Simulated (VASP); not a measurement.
A run of VASP 6.6.1:

Contents of INCAR:

```
ALGO     = Normal         # electronic algorithm
EDIFF    = 1E-6           # SCF threshold, eV
ENCUT    = 600            # plane-wave cutoff, eV
GGA      = RE             # functional
GGA_COMPAT= F            
ISIF     = 2              # what is computed and relaxed
ISMEAR   = -1             # smearing method
ISPIN    = 2              # spin polarisation
LASPH    = T              # aspherical terms in the spheres
LCHARG   = T              # write CHGCAR
LELF     = T              # ELF
LMAXMIX  = 4              # l up to which the mixer works
LORBIT   = 11             # projections on sites
LREAL    = F              # projectors in reciprocal space
LVHAR    = T            
LWAVE    = F              # write WAVECAR
MAGMOM   = 0.7 0.7        # initial moments
NBANDS   = 21             # bands
NELM     = 200            # most SCF steps
PREC     = Accurate       # precision mode
SIGMA    = 0.05           # smearing width, eV
```

KPOINTS

```
k-points
0
Gamma
  16 16 9
```

The input POSCAR:

```
Ni
1.0
   -1.4022257769      1.7032902436      1.2498630658
    1.7032902436     -1.4022257769      1.2498630658
    2.9045551811      2.9045551811     -0.6984629435
Ni
2
Direct
    0.0416460737      0.9583539263      1.0000000000
    0.7083539263      0.2916460737      0.5000000000
```

Potentials or basis: VASP PAW PBE potentials, release 64 (Ni).

Run with:

```bash
$ cat potpaw_PBE.64/Ni/POTCAR > POTCAR
$ mpirun -np 1 vasp_std > vasp.out
```

Hardware: 1 thread of Intel Xeon 8259CL, on a shared host.

Estimate the wall time of this run.

Run time: 15 min on 1 thread of Intel Xeon 8259CL, with other jobs on the host, peak memory 0.56 GiB. Counts: scf iterations 13, k points 617.
